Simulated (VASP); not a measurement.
# Te2Mo in VASP: settings compared

Te2Mo is run at these levels: PBE+U, PBE, PBE+D3(BJ)+U; tasks: single point.

All numbers are computed with VASP 6.6.1; they aren't measurements. Logs are shortened: lines on timing, memory, paths and dates and some standing lists are left out, and cuts for length are marked.

### 1 The cell of the first run

The cell holds a slab with vacuum, 3 atoms: a = 3.560 Å, b = 3.560 Å, c = 17.524 Å, α = 90.00°, β = 90.00°, γ = 120.00°.

### 2 Single point, PBE+U

Input file INCAR:

```
PREC     = Accurate       # precision mode
ENCUT    = 500            # plane-wave cutoff, eV
EDIFF    = 1E-6           # SCF threshold, eV
ISMEAR   = 0              # smearing method
SIGMA    = 0.1            # smearing width, eV
LREAL    = F              # projectors in reciprocal space
LASPH    = T              # aspherical terms in the spheres
NELM     = 200            # most SCF steps
ALGO     = Normal         # electronic algorithm
ISIF     = 2              # what is computed and relaxed
LWAVE    = F              # write WAVECAR
LCHARG   = T              # write CHGCAR
LMAXMIX  = 4              # l up to which the mixer works
LDAU     = T              # DFT+U
LDAUTYPE = 2            
LDAUL    = -1 2           # shell
LDAUU    = 0 5.3          # U, eV
LDAUJ    = 0 0          
LDAUPRINT= 1            
GGA      = PE             # functional
LELF     = T              # ELF
LVHAR    = T            
NBANDS   = 20             # bands
GGA_COMPAT= F
```

Input file KPOINTS:

```
Automatic mesh
0
Gamma
  2 2 2
```

Input file POSCAR:

```
Te2Mo
1.0
    3.5602328140      0.0000000000      0.0000000000
   -1.7801164070      3.0832520603      0.0000000000
    0.0000000000      0.0000000000     17.5240578200
Te Mo
2 1
Direct
    0.3333333333      0.6666666667      0.8978554500
    0.3333333333      0.6666666667      0.1021445500
    0.0000000000      0.0000000000      0.0000000000
```

Potentials or basis: VASP PAW PBE potentials, release 64 (Te, Mo_sv).

The run is started by

```
cat potpaw_PBE.64/Te/POTCAR potpaw_PBE.64/Mo_sv/POTCAR > POTCAR
mpirun -np 1 vasp_std > vasp.out
```

OUTCAR:

```text
PREC = Accurate
   ENCUT = 500
   EDIFF = 1E-6
   ISMEAR = 0
   LREAL = F
   LASPH = T
   NELM = 200
   ISIF = 2
   GGA = PE

 ion  position               nearest neighbor table
   1  0.333  0.667  0.898-   3 2.73   3 2.73   3 2.73   2 3.58
   2  0.333  0.667  0.102-   3 2.73   3 2.73   3 2.73   1 3.58
   3  0.000  0.000  0.000-   1 2.73   2 2.73   1 2.73   2 2.73   1 2.73   2 2.73

  LATTYP: Found a hexagonal cell.
 ALAT       =     3.5602328140
 C/A-ratio  =     4.9221662558

  Lattice vectors:

 A1 = (   3.5602328140,   0.0000000000,   0.0000000000)
 A2 = (  -1.7801164070,   3.0832520603,   0.0000000000)
 A3 = (   0.0000000000,   0.0000000000,  17.5240578200)

Analysis of symmetry for initial positions (statically):
=====================================================================
 Subroutine PRICEL returns:
 Original cell was already a primitive cell.

 Routine SETGRP: Setting up the symmetry group for a
 hexagonal supercell.

 Subroutine GETGRP returns: Found 12 space group operations
 (whereof 12 operations were pure point group operations)
 out of a pool of 24 trial point group operations.

The static configuration has the point symmetry D_3h.

Analysis of symmetry for dynamics (positions and initial velocities):
=====================================================================
 Subroutine PRICEL returns:
 Original cell was already a primitive cell.

 Routine SETGRP: Setting up the symmetry group for a
 hexagonal supercell.

 Subroutine GETGRP returns: Found 12 space group operations
 (whereof 12 operations were pure point group operations)
 out of a pool of 24 trial point group operations.

The dynamic configuration has the point symmetry D_3h.

 Subroutine INISYM returns: Found 12 space group operations
 (whereof 12 operations are pure point group operations),
 and found     1 'primitive' translations

----------------------------------------------------------------------------------------

                                     Primitive cell

  volume of cell :     192.3633

  direct lattice vectors                    reciprocal lattice vectors
     3.560232814  0.000000000  0.000000000     0.280880508  0.162166437  0.000000000
    -1.780116407  3.083252060  0.000000000     0.000000000  0.324332873  0.000000000
     0.000000000  0.000000000 17.524057820     0.000000000  0.000000000  0.057064409

  length of vectors
     3.560232814  3.560232814 17.524057820     0.324332873  0.324332873  0.057064409

  position of ions in fractional coordinates (direct lattice)
     0.333333333  0.666666667  0.897855450
     0.333333333  0.666666667  0.102144550
     0.000000000  0.000000000  0.000000000

  ion indices of the primitive-cell ions
   primitive index   ion index
                 1           1
                 2           2
                 3           3

----------------------------------------------------------------------------------------

 KPOINTS: Automatic mesh

Automatic generation of k-mesh.
 Grid dimensions read from file:
 generate k-points for:    2    2    2

 Generating k-lattice:

  Cartesian coordinates                     Fractional coordinates (reciprocal lattice)
     0.140440254  0.081083218  0.000000000     0.500000000  0.000000000  0.000000000
     0.000000000  0.162166437  0.000000000     0.000000000  0.500000000  0.000000000
     0.000000000  0.000000000  0.028532204     0.000000000  0.000000000  0.500000000

  Length of vectors
     0.162166437  0.162166437  0.028532204

  Shift w.r.t. Gamma in fractional coordinates (k-lattice)
     0.000000000  0.000000000  0.000000000

 Subroutine IBZKPT returns following result:
 ===========================================

 Found      4 irreducible k-points:

 Following reciprocal coordinates:
            Coordinates               Weight
  0.000000  0.000000  0.000000      1.000000
  0.500000  0.000000  0.000000      3.000000
  0.000000  0.000000  0.500000      1.000000
  0.500000  0.000000  0.500000      3.000000
   k-points           NKPTS =      4   k-points in BZ     NKDIM =      4   number of bands    NBANDS=     20
   number of dos      NEDOS =    301   number of ions     NIONS =      3
   total plane-waves  NPLWV = 100352
   dimension x,y,z NGX =    28 NGY =   28 NGZ =  128
   dimension x,y,z NGXF=    56 NGYF=   56 NGZF=  256
   ions per type =               2   1
   NGX,Y,Z   is equivalent  to a cutoff of  13.07, 13.07, 12.14 a.u.
   NGXF,Y,Z  is equivalent  to a cutoff of  26.15, 26.15, 24.29 a.u.
 SYSTEM =  unknown system
   PREC   = accura    normal or accurate (medium, high low for compatibility)
   ISTART =      0    job   : 0-new  1-cont  2-samecut
   ICHARG =      2    charge: 1-file 2-atom 10-const
   ISPIN  =      1    spin polarized calculation?
   LNONCOLLINEAR =      F non collinear calculations
   LSORBIT =      F    spin-orbit coupling
   LASPH  =      T    aspherical Exc in radial PAW
   ENCUT  =  500.0 eV  36.75 Ry    6.06 a.u.   6.49  6.49 31.95*2*pi/ulx,y,z
   NELM   =    200;   NELMIN=  2; NELMDL= -5     # of ELM steps
   EDIFF  = 0.1E-05   stopping-criterion for ELM
   LREAL  =      F    real-space projection
   EDIFFG = 0.1E-04   stopping-criterion for IOM
   NSW    =      0    number of steps for IOM
   IBRION =     -1    ionic relax: 0-MD 1-quasi-New 2-CG
   NFREE  =      0    steps in history (QN), initial steepest desc. (CG)
   ISIF   =      2    stress and relaxation
   ISYM   =      2    0-nonsym 1-usesym 2-fastsym
   POTIM  = 0.5000    time-step for ionic-motion
   TEBEG  =    0.0;   TEEND  =   0.0 temperature during run
   PSTRESS=    0.0 pullay stress
   NELECT =      26.0000    total number of electrons
   NUPDOWN=      -1.0000    fix difference up-down
   EMIN   =  10.00;   EMAX   =-10.00  energy-range for DOS
   EFERMI =   0.00;   METHOD = LEGACY
   ISMEAR =     0;   SIGMA  =   0.10  broadening in eV -4-tet -1-fermi 0-gaus
   EFERMI_NEDOS =   21; number of points for ismear=-14 and -15
   IALGO  =     38    algorithm
   IMIX   =      4    mixing-type and parameters
     AMIX     =   0.40;   BMIX     =  1.00
     AMIX_MAG =   1.60;   BMIX_MAG =  1.00
  volume/ion in A,a.u.               =      64.12       432.71
  Fermi-wavevector in a.u.,A,eV,Ry     =   0.840153  1.587660  9.603777  0.705858
  Thomas-Fermi vector in A             =   1.954489
   LORBIT       =      0    0 simple, 1 ext, 2 COOP (PROOUT), +10 PAW based schemes
 LDA+U is selected, type is set to LDAUTYPE =  2
   angular momentum for each species LDAUL =    -1    2
   U (eV)           for each species LDAUU =   0.0  5.3
   J (eV)           for each species LDAUJ =   0.0  0.0
   GGA     = PE    functional components
   LHFCALC =     F    Hartree Fock is set to
   AEXX    =    0.0000 exact exchange contribution
   IVDW    =     0    specifies the selected vdW correction
   LEPSILON=     F    determine dielectric tensor
   LRPA    =     F    only Hartree local field effects (RPA)
 non-spin polarized calculation
 Gauss-broadening in eV      SIGMA  =   0.10
  energy-cutoff  :      500.00
  volume of cell :      192.36
 maximum number of plane-waves:      4959
 NGX is ok and might be reduce to    28
   NGX = 13   NGY = 13   NGZ = 63

atom =   3  type =  2  l = 2

 onsite density matrix

spin component  1

  0.2904 -0.0000 -0.0000 -0.0000  0.0000
 -0.0000  0.4866  0.0000 -0.0000 -0.0000
 -0.0000  0.0000  0.4214  0.0000 -0.0000
 -0.0000 -0.0000  0.0000  0.4866  0.0000
  0.0000 -0.0000 -0.0000  0.0000  0.2904

spin component  2

  0.2904 -0.0000 -0.0000 -0.0000  0.0000
 -0.0000  0.4866  0.0000 -0.0000 -0.0000
 -0.0000  0.0000  0.4214  0.0000 -0.0000
 -0.0000 -0.0000  0.0000  0.4866  0.0000
  0.0000 -0.0000 -0.0000  0.0000  0.2904

 occupancies and eigenvectors

  o =  0.2904  v =  1.0000  0.0000  0.0000  0.0000  0.0000  0.0000  0.0000  0.0000  0.0000  0.0000      0.0000  0.0000  0.0000  0.0000  0.0000  0.0000  0.0000  0.0000  0.0000  0.0000
  o =  0.2904  v =  0.0000  0.0000  0.0000  0.0000  0.0000  1.0000  0.0000  0.0000  0.0000  0.0000      0.0000  0.0000  0.0000  0.0000  0.0000  0.0000  0.0000  0.0000  0.0000  0.0000
  o =  0.2904  v =  0.0000  0.0000  0.0000  0.0000  1.0000  0.0000  0.0000  0.0000  0.0000  0.0000      0.0000  0.0000  0.0000  0.0000  0.0000  0.0000  0.0000  0.0000  0.0000  0.0000
  o =  0.2904  v =  0.0000  0.0000  0.0000  0.0000  0.0000  0.0000  0.0000  0.0000  0.0000  1.0000      0.0000  0.0000  0.0000  0.0000  0.0000  0.0000  0.0000  0.0000  0.0000  0.0000
  o =  0.4214  v =  0.0000  0.0000 -1.0000 -0.0000  0.0000  0.0000  0.0000  0.0000  0.0000  0.0000      0.0000  0.0000  0.0000  0.0000  0.0000  0.0000  0.0000  0.0000  0.0000  0.0000
  o =  0.4214  v =  0.0000  0.0000  0.0000  0.0000  0.0000  0.0000  0.0000 -1.0000 -0.0000  0.0000      0.0000  0.0000  0.0000  0.0000  0.0000  0.0000  0.0000  0.0000  0.0000  0.0000
  o =  0.4866  v =  0.0000 -1.0000 -0.0000 -0.0000  0.0000  0.0000  0.0000  0.0000  0.0000  0.0000      0.0000  0.0000  0.0000  0.0000  0.0000  0.0000  0.0000  0.0000  0.0000  0.0000
  o =  0.4866  v =  0.0000  0.0000  0.0000  0.0000  0.0000  0.0000 -1.0000 -0.0000 -0.0000  0.0000      0.0000  0.0000  0.0000  0.0000  0.0000  0.0000  0.0000  0.0000  0.0000  0.0000
  o =  0.4866  v =  0.0000  0.0000  0.0000  0.0000  0.0000  0.0000 -0.0000  0.0000  1.0000  0.0000      0.0000  0.0000  0.0000  0.0000  0.0000  0.0000  0.0000  0.0000  0.0000  0.0000
  o =  0.4866  v =  0.0000 -0.0000  0.0000  1.0000  0.0000  0.0000  0.0000  0.0000  0.0000  0.0000      0.0000  0.0000  0.0000  0.0000  0.0000  0.0000  0.0000  0.0000  0.0000  0.0000

 number of electron      25.9999997 magnetization

 Free energy of the ion-electron system (eV)
  ---------------------------------------------------
  ext. energy  EPLUGINS =         0.00000000
  ---------------------------------------------------
  free energy    TOTEN  =       -11.10565024 eV

  energy without entropy =      -11.10565024  energy(sigma->0) =      -11.10565024

 E-fermi :   0.3696     XC(G=0):  -4.7611

 val. band max:       -0.1646574567   @ k =   0.0000   0.0000   0.5000
 cond. band min:       1.9062495650   @ k =   0.5000   0.0000   0.5000
 fundamental gap:      2.0709070217
 Fermi energy:         0.3695725403

 k-point     1 :       0.0000    0.0000    0.0000
  band No.  band energies     occupation
      1     -60.9780      2.00000
      2     -35.1765      2.00000
      3     -35.1765      2.00000
      4     -34.7934      2.00000
      5     -12.5636      2.00000
      6     -11.5551      2.00000
[... 12 lines left out ...]
     19       4.7982      0.00000
     20       5.6166      0.00000

 k-point     2 :       0.5000    0.0000    0.0000
  band No.  band energies     occupation
      1     -60.9697      2.00000
      2     -35.2883      2.00000
      3     -35.2028      2.00000
      4     -34.7675      2.00000
      5     -10.6274      2.00000
      6     -10.2963      2.00000
[... 12 lines left out ...]
     19       5.9845      0.00000
     20       6.6232      0.00000

 k-point     3 :       0.0000    0.0000    0.5000
  band No.  band energies     occupation
      1     -60.9780      2.00000
      2     -35.1765      2.00000
      3     -35.1765      2.00000
      4     -34.7934      2.00000
      5     -12.5637      2.00000
      6     -11.5551      2.00000
[... 12 lines left out ...]
     19       4.5683      0.00000
     20       5.9724      0.00000

 k-point     4 :       0.5000    0.0000    0.5000
  band No.  band energies     occupation
      1     -60.9697      2.00000
      2     -35.2883      2.00000
      3     -35.2028      2.00000
      4     -34.7675      2.00000
      5     -10.6274      2.00000
      6     -10.2963      2.00000
[... 12 lines left out ...]
     19       5.9842      0.00000
     20       6.6257      0.00000

------------------------ aborting loop because EDIFF is reached ----------------------------------------

  FORCE on cell =-STRESS in cart. coord.  units (eV):
  Direction    XX          YY          ZZ          XY          YZ          ZX
  --------------------------------------------------------------------------------------
  -------------------------------------------------------------------------------------
  Total        0.9403835      0.9403835      1.9185796      0.0000000      0.0000000      0.0000000
  in kB        7.8323751      7.8323751     15.9796882      0.0000000      0.0000000      0.0000000
  external PRESSURE =      10.5481461 kB  Pullay stress =       0.0000000 kB

 VOLUME and BASIS-vectors are now :
 -----------------------------------------------------------------------------
  energy-cutoff  :      500.00
  volume of cell :      192.36
      direct lattice vectors                 reciprocal lattice vectors
     3.560232814  0.000000000  0.000000000     0.280880508  0.162166437  0.000000000
    -1.780116407  3.083252060  0.000000000     0.000000000  0.324332873  0.000000000
     0.000000000  0.000000000 17.524057820     0.000000000  0.000000000  0.057064409

 POSITION                                       TOTAL-FORCE (eV/Angst)
 -----------------------------------------------------------------------------------
     -0.00000      2.05550     15.73407         0.000000      0.000000     -0.538059
     -0.00000      2.05550      1.78999         0.000000      0.000000      0.538059
      0.00000      0.00000      0.00000        -0.000000      0.000000      0.000000
 -----------------------------------------------------------------------------------
    total drift:                                0.000000     -0.000000     -0.000000

  FREE ENERGIE OF THE ION-ELECTRON SYSTEM (eV)
  ---------------------------------------------------
  free  energy   TOTEN  =       -11.1056502429 eV

  energy  without entropy=      -11.1056502429  energy(sigma->0) =      -11.10565024
```

It took 17 s on 1 thread of Intel Xeon 6975P-C (Granite Rapids), shared host; peak memory 0.29 GiB.

What came out:

```
Free energy            : -11.1057 eV
Largest force          : 0.538 eV/Å
Band gap on the k mesh : 2.07 eV, indirect (least direct gap 2.23 eV)
```

Forces on the atoms (eV/Å):
```
Te   0.000  0.000 -0.538
Te   0.000  0.000  0.538
Mo   0.000  0.000  0.000
```

Eigenvalues of the final occupation matrices:
| site | spin | trace | eigenvalues |
| --- | --- | --- | --- |
| site 3 d | 1 | 1.98 | 0.29 0.29 0.42 0.49 0.49 |
| site 3 d | 2 | 1.98 | 0.29 0.29 0.42 0.49 0.49 |

Caveat: the k points lie up to 1.02 Å⁻¹ apart; spin-orbit coupling is left out, which moves the levels of the heavy elements; the U is typed as a test and isn't derived for this compound.

### 3 Single point, PBE

This run uses another cell than the first one, of 74.38 Å³/atom, 1.160 times its volume.

Input file INCAR:

```
SYSTEM = Te2Mo
PREC = Accurate
ENCUT = 500
EDIFF = 1E-6
ISMEAR = 0
SIGMA = 0.1
LREAL = .FALSE.
LASPH = .TRUE.
NELM = 120
ALGO = Normal
ISIF = 2
LWAVE = .FALSE.
LCHARG = .FALSE.
GGA = PE
NBANDS = 20
GGA_COMPAT = .FALSE.
```

Input file KPOINTS:

```
regular mesh
0
G
  6 6 1
  0 0 0
```

Input file POSCAR:

```
Te2Mo
1.0
    3.7407991870      0.0000000000      0.0000000000
   -1.8703995935      3.2396271264      0.0000000000
    0.0000000000      0.0000000000     18.4128355280
Te Mo
2 1
Direct
    0.3333333333      0.6666666667      0.8978554500
    0.3333333333      0.6666666667      0.1021445500
    0.0000000000      0.0000000000      0.0000000000
```

Potentials or basis: VASP PAW PBE potentials, release 64 (Te, Mo_sv).

The run is started by

```
cat potpaw_PBE.64/Te/POTCAR potpaw_PBE.64/Mo_sv/POTCAR > POTCAR
mpirun -np 1 vasp_std > vasp.out
```

Wall time 34 s (1 thread of AMD EPYC 9R45 (Zen 5), shared host); peak memory 0.28 GiB.

It converged, with:

```
Free energy            : -17.6388 eV
Largest force          : 1.462 eV/Å
Band gap on the k mesh : 0.84 eV, direct
```

Forces in eV/Å, atoms in the order of the input:
```
Te   0.000  0.000  1.462
Te   0.000  0.000 -1.462
Mo   0.000  0.000  0.000
```

Levels at points of the mesh, in eV from the valence-band top:
```tsv
k point	band 9	band 10	band 11	band 12	band 13	band 14	band 15	band 16	band 17	band 18
(0.00, 0.00, 0.00)	-1.46	-1.46	-0.84	-0.84	-0.29	2.42	2.42	2.58	2.58	3.99
(0.50, 0.00, 0.00)	-2.94	-2.02	-1.49	-0.57	-0.49	1.09	1.38	2.73	2.96	3.66
```

Caveat: spin-orbit coupling is left out, which moves the levels of the heavy elements.

### 4 Single point, PBE

Input file INCAR:

```
SYSTEM = Te2Mo
  PREC = Accurate
  ENCUT = 500
  EDIFF = 1E-6
  ISMEAR = 0
  SIGMA = 0.01
  LREAL = .FALSE.
  LASPH = .TRUE.
  NELM = 120
  ALGO = Normal
  ISIF = 2
  LWAVE = .FALSE.
  LCHARG = .TRUE.
  GGA = PE
  LELF = .TRUE.
  LVHAR = .TRUE.
  NBANDS = 20
  ISYM = 0
  GGA_COMPAT = .FALSE.
```

Input file KPOINTS:

```
Automatic mesh
0
G
  7 1 3
  0 0 0
```

Input file POSCAR:

```
Te2Mo
1.0
    3.5602328140      0.0000000000      0.0000000000
   -1.7801164070      3.0832520603      0.0000000000
    0.0000000000      0.0000000000     17.5240578200
Te Mo
2 1
Direct
    0.3333333333      0.6666666667      0.8978554500
    0.3333333333      0.6666666667      0.1021445500
    0.0000000000      0.0000000000      0.0000000000
```

The run is started by

```
cat potpaw_PBE.64/Te/POTCAR potpaw_PBE.64/Mo_sv/POTCAR > POTCAR
mpirun -np 1 vasp_std > vasp.out
```

Run time: 38 s. Hardware: 1 thread of AMD EPYC 9R45 (Zen 5), shared host; peak memory 0.27 GiB.

Results (log left out):

```
Free energy            : -15.5514 eV
Largest force          : 0.705 eV/Å
Band gap on the k mesh : 1.72 eV, indirect (least direct gap 2.11 eV)
```

Forces in eV/Å, atoms in the order of the input:
```
Te   0.131  0.076  0.688
Te   0.131  0.076 -0.688
Mo  -0.263 -0.152  0.000
```

Levels at points of the mesh, in eV from the valence-band top:
```tsv
k point	band 9	band 10	band 11	band 12	band 13	band 14	band 15	band 16	band 17	band 18
(0.00, 0.00, 0.00)	-1.39	-1.27	-0.67	-0.43	0.00	3.03	3.05	3.28	3.37	4.45
```

Caveat: the k points lie up to 2.04 Å⁻¹ apart; spin-orbit coupling is left out, which moves the levels of the heavy elements.

(Continued in part 2 of 2.)
